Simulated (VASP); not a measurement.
# Ir (I4/mmm) in VASP: notebook, part 2 of 2

VASP 6.6.1.

**3. Single point, r2SCAN (strain -0.1125 x Voigt [0, 0, 1, 0, 0, 0])**

Input file POSCAR:

```
Ir
1.0
    0.0000000000      1.9197000000      1.7037337500
    1.9197000000      0.0000000000      1.7037337500
    1.9197000000      1.9197000000      0.0000000000
Ir
1
Direct
    0.0000000000      0.0000000000      0.0000000000
```

Input file INCAR.step1:

```
SYSTEM = Ir
PREC = Accurate
ENCUT = 520
ISMEAR = 0
SIGMA = 0.15
LREAL = .False.
LASPH = .True.
NELM = 60
NBANDS = 10
GGA = PE
ALGO = Normal
EDIFF = 1E-4
LWAVE = .True.
LCHARG = .False.
```

Input file INCAR.step2:

```
SYSTEM = Ir
PREC = Accurate
ENCUT = 520
EDIFF = 1E-6
ISMEAR = 0
SIGMA = 0.15
LREAL = .False.
LASPH = .True.
NELM = 60
ALGO = Normal
ISIF = 2
LWAVE = .False.
LCHARG = .False.
METAGGA = R2SCAN
LMIXTAU = .True.
NBANDS = 10
ISTART = 1
```

Input file KPOINTS:

```
Automatic mesh
0
Gamma
  22 22 22
  0 0 0
```

Potentials or basis: VASP PAW PBE potentials, release 64 (Ir).

The run is started by

```
$ cat potpaw_PBE.64/Ir/POTCAR > POTCAR
$ cp INCAR.step1 INCAR
$ mpirun -np 1 vasp_std > vasp.out
$ cp INCAR.step2 INCAR
$ mpirun -np 1 vasp_std > vasp.out
```

OUTCAR:

```text
SYSTEM = Ir
   PREC = Accurate
   ENCUT = 520
   EDIFF = 1E-6
   ISMEAR = 0
   LREAL = .False.
   LASPH = .True.
   NELM = 60
   ISIF = 2
   METAGGA = R2SCAN
   ISTART = 1

 ion  position               nearest neighbor table
   1  0.000  0.000  0.000-

  LATTYP: Found a body centered tetragonal cell.
 ALAT       =     2.7148657757
 C/A-ratio  =     1.2551145366

  Lattice vectors:

 A1 = (   0.0000000000,  -1.9197000000,  -1.7037337500)
 A2 = (   0.0000000000,   1.9197000000,  -1.7037337500)
 A3 = (   1.9197000000,   0.0000000000,   1.7037337500)

Analysis of symmetry for initial positions (statically):
=====================================================================
 Subroutine PRICEL returns:
 Original cell was already a primitive cell.

 Routine SETGRP: Setting up the symmetry group for a
 body centered tetragonal supercell.

 Subroutine GETGRP returns: Found 16 space group operations
 (whereof 16 operations were pure point group operations)
 out of a pool of 16 trial point group operations.

The static configuration has the point symmetry D_4h.

Analysis of symmetry for dynamics (positions and initial velocities):
=====================================================================
 Subroutine PRICEL returns:
 Original cell was already a primitive cell.

 Routine SETGRP: Setting up the symmetry group for a
 body centered tetragonal supercell.

 Subroutine GETGRP returns: Found 16 space group operations
 (whereof 16 operations were pure point group operations)
 out of a pool of 16 trial point group operations.

The dynamic configuration has the point symmetry D_4h.

 Subroutine INISYM returns: Found 16 space group operations
 (whereof 16 operations are pure point group operations),
 and found     1 'primitive' translations

----------------------------------------------------------------------------------------

                                     Primitive cell

[... 112 lines left out ...]
   LORBIT       =      0    0 simple, 1 ext, 2 COOP (PROOUT), +10 PAW based schemes
   METAGGA = R2SCAN    functional components
   LHFCALC =     F    Hartree Fock is set to
   AEXX    =    0.0000 exact exchange contribution
   IVDW    =     0    specifies the selected vdW correction
   LEPSILON=     F    determine dielectric tensor
   LRPA    =     F    only Hartree local field effects (RPA)
 non-spin polarized calculation
 Gauss-broadening in eV      SIGMA  =   0.15
  energy-cutoff  :      520.00
  volume of cell :       12.56
 maximum number of plane-waves:       352
   NGX =  9   NGY =  9   NGZ =  9

 number of electron       9.0000000 magnetization

 Free energy of the ion-electron system (eV)
  ---------------------------------------------------
  ext. energy  EPLUGINS =         0.00000000
  ---------------------------------------------------
  free energy    TOTEN  =       -51.86146880 eV

  energy without entropy =      -51.85155945  energy(sigma->0) =      -51.85651412

 E-fermi :  12.3214     XC(G=0): -16.1561

 val. band max:       12.3209558182   @ k =  -0.4545   0.4091   0.0455
 cond. band min:      12.3300068255   @ k =   0.4545   0.2273   0.0909
 fundamental gap:      0.0090510073
 Fermi energy:        12.3213738306

 k-point     1 :       0.0000    0.0000    0.0000
  band No.  band energies     occupation
      1      -0.5073      2.00000
      2       7.1528      2.00000
      3       7.1528      2.00000
      4       8.8527      2.00000
      5       9.6053      2.00000
      6      11.8361      2.00000
      7      27.4640      0.00000
      8      32.2704      0.00000
      9      32.2704      0.00000
     10      37.4225      0.00000
[... 287 lines left out ...]
 k-point    24 :      -0.4545    0.0455    0.0000
  band No.  band energies     occupation
      1       2.6896      2.00000
      2       6.5420      2.00000
      3       8.3426      2.00000
      4      10.8363      2.00000
      5      13.4808      0.00000
      6      13.9317      0.00000
      7      21.8170      0.00000
      8      26.9338      0.00000
      9      33.7018      0.00000
     10      35.4618      0.00000

 [... further k-points ...]

------------------------ aborting loop because EDIFF is reached ----------------------------------------

  FORCE on cell =-STRESS in cart. coord.  units (eV):
  Direction    XX          YY          ZZ          XY          YZ          ZX
  --------------------------------------------------------------------------------------
  -------------------------------------------------------------------------------------
  Total        4.2133351      4.2133351      8.4340571      0.0000000      0.0000000      0.0000000
  in kB      537.5738481    537.5738481   1076.0901763      0.0000000      0.0000000      0.0000000
  external PRESSURE =     717.0792909 kB  Pullay stress =       0.0000000 kB

 VOLUME and BASIS-vectors are now :
 -----------------------------------------------------------------------------
  energy-cutoff  :      520.00
  volume of cell :       12.56
      direct lattice vectors                 reciprocal lattice vectors
     0.000000000  1.919700000  1.703733750    -0.260457363  0.260457363  0.293473085
     1.919700000  0.000000000  1.703733750     0.260457363 -0.260457363  0.293473085
     1.919700000  1.919700000  0.000000000     0.260457363  0.260457363 -0.293473085

 POSITION                                       TOTAL-FORCE (eV/Angst)
 -----------------------------------------------------------------------------------
      0.00000      0.00000      0.00000        -0.000000      0.000000      0.000000
 -----------------------------------------------------------------------------------
    total drift:                                0.000000      0.000000     -0.000000

  FREE ENERGIE OF THE ION-ELECTRON SYSTEM (eV)
  ---------------------------------------------------
  free  energy   TOTEN  =       -51.8614687952 eV

  energy  without entropy=      -51.8515594481  energy(sigma->0) =      -51.85651412
```

OUTCAR.step1:

```text
SYSTEM = Ir
   PREC = Accurate
   ENCUT = 520
   ISMEAR = 0
   LREAL = .False.
   LASPH = .True.
   NELM = 60
[... 529 lines left out ...]
 -----------------------------------------------------------------------------------
      0.00000      0.00000      0.00000         0.000000     -0.000000      0.000000
 -----------------------------------------------------------------------------------
    total drift:                                0.000000      0.000000      0.000000

  FREE ENERGIE OF THE ION-ELECTRON SYSTEM (eV)
  ---------------------------------------------------
  free  energy   TOTEN  =        -8.2852384701 eV

  energy  without entropy=       -8.2748885725  energy(sigma->0) =       -8.28006352
```

Run time: 3.3 min. Hardware: 1 thread of Intel Xeon Platinum 8488C (Sapphire Rapids), shared host; peak memory 0.23 GiB.

Results:

```
Free energy            : -51.8615 eV
Pressure               : 71.7 GPa
Band gap on the k mesh : zero (an odd number of electrons rules out a gap without spin polarisation)
```

Stress tensor (GPa, compression positive):
```
 53.76   0.00   0.00
  0.00  53.76   0.00
  0.00   0.00 107.61
```

Caveat: the cell differs from its parent crystal (strain -0.1125 x Voigt [0, 0, 1, 0, 0, 0]); the stress differs along the axes, from 54 to 108 GPa; the PAW data sets were made with another functional, which shifts forces and pressure a little; spin-orbit coupling is left out, which moves the levels of the heavy elements.

**4. Single point, r2SCAN (strain -0.0750 x Voigt [0, 0, 1, 0, 0, 0])**

Input file POSCAR:

```
Ir
1.0
    0.0000000000      1.9197000000      1.7757225000
    1.9197000000      0.0000000000      1.7757225000
    1.9197000000      1.9197000000      0.0000000000
Ir
1
Direct
    0.0000000000      0.0000000000      0.0000000000
```

Input file INCAR.step1:

```
PREC     = Accurate       # precision mode
ENCUT    = 520            # plane-wave cutoff, eV
ISMEAR   = 0              # smearing method
SIGMA    = 0.15           # smearing width, eV
LREAL    = F              # projectors in reciprocal space
LASPH    = T              # aspherical terms in the spheres
NELM     = 100            # most SCF steps
NBANDS   = 10             # bands
GGA      = PE             # functional
ALGO     = Normal         # electronic algorithm
EDIFF    = 1E-4           # SCF threshold, eV
LWAVE    = T              # write WAVECAR
LCHARG   = F              # write CHGCAR
```

Input file INCAR.step2:

```
PREC     = Accurate       # precision mode
ENCUT    = 520            # plane-wave cutoff, eV
EDIFF    = 1E-7           # SCF threshold, eV
ISMEAR   = 0              # smearing method
SIGMA    = 0.15           # smearing width, eV
LREAL    = F              # projectors in reciprocal space
LASPH    = T              # aspherical terms in the spheres
NELM     = 100            # most SCF steps
ALGO     = Normal         # electronic algorithm
ISIF     = 2              # what is computed and relaxed
LWAVE    = F              # write WAVECAR
LCHARG   = T              # write CHGCAR
METAGGA  = R2SCAN         # meta-GGA
LMIXTAU  = T            
LELF     = T              # ELF
LVHAR    = T            
NBANDS   = 10             # bands
ISTART   = 1
```

Input file KPOINTS:

```
regular mesh
0
Gamma
  22 22 22
```

Potentials or basis: VASP PAW PBE potentials, release 64 (Ir).

The run is started by

```
$ cat potpaw_PBE.64/Ir/POTCAR > POTCAR
$ cp INCAR.step1 INCAR
$ mpirun -np 1 vasp_std > vasp.out
$ cp INCAR.step2 INCAR
$ mpirun -np 1 vasp_std > vasp.out
```

OUTCAR:

```text
PREC = Accurate
   ENCUT = 520
   EDIFF = 1E-7
   ISMEAR = 0
   LREAL = F
   LASPH = T
   NELM = 100
   ISIF = 2
   METAGGA = R2SCAN
   ISTART = 1

 ion  position               nearest neighbor table
   1  0.000  0.000  0.000-

  LATTYP: Found a body centered tetragonal cell.
 ALAT       =     2.7148657757
 C/A-ratio  =     1.3081475452

  Lattice vectors:

 A1 = (   0.0000000000,  -1.9197000000,  -1.7757225000)
 A2 = (   0.0000000000,   1.9197000000,  -1.7757225000)
 A3 = (   1.9197000000,   0.0000000000,   1.7757225000)

Analysis of symmetry for initial positions (statically):
=====================================================================
 Subroutine PRICEL returns:
 Original cell was already a primitive cell.

 Routine SETGRP: Setting up the symmetry group for a
 body centered tetragonal supercell.

 Subroutine GETGRP returns: Found 16 space group operations
 (whereof 16 operations were pure point group operations)
 out of a pool of 16 trial point group operations.

The static configuration has the point symmetry D_4h.

Analysis of symmetry for dynamics (positions and initial velocities):
=====================================================================
 Subroutine PRICEL returns:
 Original cell was already a primitive cell.

 Routine SETGRP: Setting up the symmetry group for a
 body centered tetragonal supercell.

 Subroutine GETGRP returns: Found 16 space group operations
 (whereof 16 operations were pure point group operations)
 out of a pool of 16 trial point group operations.

The dynamic configuration has the point symmetry D_4h.

 Subroutine INISYM returns: Found 16 space group operations
 (whereof 16 operations are pure point group operations),
 and found     1 'primitive' translations

----------------------------------------------------------------------------------------
[... 113 lines left out ...]
  Fermi-wavevector in a.u.,A,eV,Ry     =   1.444991  2.730637 28.408940  2.087998
  Thomas-Fermi vector in A             =   2.563223
   LORBIT       =      0    0 simple, 1 ext, 2 COOP (PROOUT), +10 PAW based schemes
   METAGGA = R2SCAN    functional components
   LHFCALC =     F    Hartree Fock is set to
   AEXX    =    0.0000 exact exchange contribution
   IVDW    =     0    specifies the selected vdW correction
   LEPSILON=     F    determine dielectric tensor
   LRPA    =     F    only Hartree local field effects (RPA)
 non-spin polarized calculation
 Gauss-broadening in eV      SIGMA  =   0.15
  energy-cutoff  :      520.00
  volume of cell :       13.09
 maximum number of plane-waves:       365
   NGX =  9   NGY =  9   NGZ =  9

 number of electron       8.9999999 magnetization

 Free energy of the ion-electron system (eV)
  ---------------------------------------------------
  ext. energy  EPLUGINS =         0.00000000
  ---------------------------------------------------
  free energy    TOTEN  =       -52.14797245 eV

  energy without entropy =      -52.13764028  energy(sigma->0) =      -52.14280637

 E-fermi :  11.5488     XC(G=0): -15.8682

 val. band max:       11.5477865905   @ k =   0.2727   0.0000   0.2727
 cond. band min:      11.5526871006   @ k =   0.5000   0.3636   0.1364
 fundamental gap:      0.0049005101
 Fermi energy:        11.5488267966

 k-point     1 :       0.0000    0.0000    0.0000
  band No.  band energies     occupation
      1      -0.8221      2.00000
      2       6.7695      2.00000
      3       6.7695      2.00000
      4       7.8668      2.00000
      5       9.3794      2.00000
      6      10.8279      2.00000
      7      26.6179      0.00000
      8      31.9029      0.00000
      9      31.9029      0.00000
     10      34.9726      0.00000
[... 287 lines left out ...]
 k-point    24 :      -0.4545    0.0455    0.0000
  band No.  band energies     occupation
      1       2.3859      2.00000
      2       6.3936      2.00000
      3       7.4506      2.00000
      4      10.1203      2.00000
      5      12.8115      0.00000
      6      12.8416      0.00000
      7      20.4132      0.00000
      8      26.3163      0.00000
      9      32.7527      0.00000
     10      33.7322      0.00000

 [... further k-points ...]

------------------------ aborting loop because EDIFF is reached ----------------------------------------

  FORCE on cell =-STRESS in cart. coord.  units (eV):
  Direction    XX          YY          ZZ          XY          YZ          ZX
  --------------------------------------------------------------------------------------
  -------------------------------------------------------------------------------------
  Total        2.6080681      2.6080681      5.4239302      0.0000000      0.0000000     -0.0000000
  in kB      319.2696912    319.2696912    663.9767173      0.0000000      0.0000000     -0.0000000
  external PRESSURE =     434.1720332 kB  Pullay stress =       0.0000000 kB

 VOLUME and BASIS-vectors are now :
 -----------------------------------------------------------------------------
  energy-cutoff  :      520.00
  volume of cell :       13.09
      direct lattice vectors                 reciprocal lattice vectors
     0.000000000  1.919700000  1.775722500    -0.260457363  0.260457363  0.281575528
     1.919700000  0.000000000  1.775722500     0.260457363 -0.260457363  0.281575528
     1.919700000  1.919700000  0.000000000     0.260457363  0.260457363 -0.281575528

 POSITION                                       TOTAL-FORCE (eV/Angst)
 -----------------------------------------------------------------------------------
      0.00000      0.00000      0.00000        -0.000000      0.000000      0.000000
 -----------------------------------------------------------------------------------
    total drift:                                0.000000     -0.000000     -0.000000

  FREE ENERGIE OF THE ION-ELECTRON SYSTEM (eV)
  ---------------------------------------------------
  free  energy   TOTEN  =       -52.1479724526 eV

  energy  without entropy=      -52.1376402833  energy(sigma->0) =      -52.14280637
```

OUTCAR.step1:

```text
PREC = Accurate
   ENCUT = 520
   ISMEAR = 0
   LREAL = F
   LASPH = T
[... 528 lines left out ...]

 POSITION                                       TOTAL-FORCE (eV/Angst)
 -----------------------------------------------------------------------------------
      0.00000      0.00000      0.00000         0.000000      0.000000      0.000000
 -----------------------------------------------------------------------------------
    total drift:                                0.000000      0.000000      0.000000

  FREE ENERGIE OF THE ION-ELECTRON SYSTEM (eV)
  ---------------------------------------------------
  free  energy   TOTEN  =        -8.5873889075 eV

  energy  without entropy=       -8.5767303215  energy(sigma->0) =       -8.58205961
```

It took 3.4 min on 1 thread of Intel Xeon Platinum 8488C (Sapphire Rapids), shared host; peak memory 0.23 GiB.

Results:

| Item | Value |
| --- | --- |
| Free energy | -52.1480 eV |
| Pressure | 43.4 GPa |
| Band gap on the k mesh | zero (an odd number of electrons rules out a gap without spin polarisation) |

Stress tensor (GPa, compression positive):
```
31.93  0.00  0.00
 0.00 31.93  0.00
 0.00  0.00 66.40
```

Caveat: the cell differs from its parent crystal (strain -0.0750 x Voigt [0, 0, 1, 0, 0, 0]); the stress differs along the axes, from 32 to 66 GPa; the PAW data sets were made with another functional, which shifts forces and pressure a little; spin-orbit coupling is left out, which moves the levels of the heavy elements.

**5. Overview**

```tsv
cell	gap on the mesh (eV)	pressure (GPa)
a = 2.519, b = 2.519, c = 2.715 Å, angles 57.4, 57.4, 65.2°, 1 atom	none	107.4
a = 2.567, b = 2.567, c = 2.715 Å, angles 58.1, 58.1, 63.9°, 1 atom	none	71.7
a = 2.615, b = 2.615, c = 2.715 Å, angles 58.7, 58.7, 62.5°, 1 atom	none	43.4
```

Alike in all rows: task single point; level r2SCAN; potentials or basis VASP PAW PBE potentials, release 64 (Ir); no spin polarisation; k mesh 22 × 22 × 22; cutoff (eV) 520; smearing gaussian 0.15 eV.

Caveats: the PAW data sets were made with another functional, which shifts forces and pressure a little; spin-orbit coupling is left out, which moves the levels of the heavy elements; the stress differs along the axes, from 83 to 156 GPa (at least some runs); the stress differs along the axes, from 54 to 108 GPa (at least some runs); the stress differs along the axes, from 32 to 66 GPa (at least some runs).

Total energies depend on the potentials used, so only differences within one code and one set of settings carry meaning.
